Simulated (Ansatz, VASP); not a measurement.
C in VASP and in Ansatz

INCAR

```
PREC = Accurate ; ENCUT = 600
EDIFF = 1E-6 ; ISMEAR = 1
SIGMA = 0.1 ; LREAL = False
LASPH = True ; NELM = 120
ALGO = Normal ; ISIF = 2
LWAVE = False ; LCHARG = False
GGA = PS ; NBANDS = 16
GGA_COMPAT = False
```

File KPOINTS:

```
regular mesh
0
Gamma
  11 11 4
```

Contents of POSCAR:

```
C
1.0
    2.4700000000      0.0000000000      0.0000000000
   -1.2350000000      2.1390830000      0.0000000000
    0.0000000000      0.0000000000      6.7900000000
C
4
Direct
    0.0000000000      0.0000000000      0.0000000000
    0.0000000000      0.0000000000      0.5000000000
    0.3333333333      0.6666666667      0.0050000000
    0.6666666667      0.3333333333      0.5050000000
```

Input for Ansatz:

```yaml
crystal:
  lattice:
    - [2.47, 0.0, 0.0]
    - [-1.235, 2.139083, 0.0]
    - [0.0, 0.0, 6.79]
  atoms:
    - { symbol: C, position: [0.0, 0.0, 0.0] }
    - { symbol: C, position: [0.0, 0.0, 0.5] }
    - { symbol: C, position: [0.3333333333333333, 0.6666666666666666, 0.005] }
    - { symbol: C, position: [0.6666666666666666, 0.3333333333333333, 0.505] }
kpoints:
  mp_grid:
    grid: [11, 11, 4]
hamiltonian:
  xc: pbesol
  pseudopotentials:
    kind: all_electron
    lapw: {}
scf:
  occupations:
    method: cold
    width: 0.1
output:
  forces: true
  stress: true
  eigenvalues: true
```

Alike in both runs: task single point; functional PBEsol; k mesh 11 × 11 × 4; no spin polarisation.

|  | VASP | Ansatz |
| --- | --- | --- |
| version | VASP 6.6.1 | Ansatz 0.2.0 |
| potentials or method | VASP PAW PBE potentials, release 64 (C), cutoff 600 eV | all-electron (LAPW or listed datasets) |
| occupations | methfessel-paxton of order 1, width 0.1 eV | cold, width 0.1 eV |

|  | VASP | Ansatz | Ansatz less VASP |
| --- | --- | --- | --- |
| gap on the k mesh at the Fermi level (eV) | 1.25 | 1.24 | 0.000 |
| pressure (GPa) | -3.2 | -3.5 | -0.29 |
| traceless stress, the component that is largest in VASP (GPa) | 3.76 | 4.36 | +0.606 |
| rms of the force components (eV/Å) | 0.329 | 0.331 | +0.0016 |

VASP's potentials were made for PBE, not for PBEsol. Atom by atom the forces differ by 0.002 eV/Å (rms over components). Ansatz ran all-electron here, and VASP with PAW potentials.
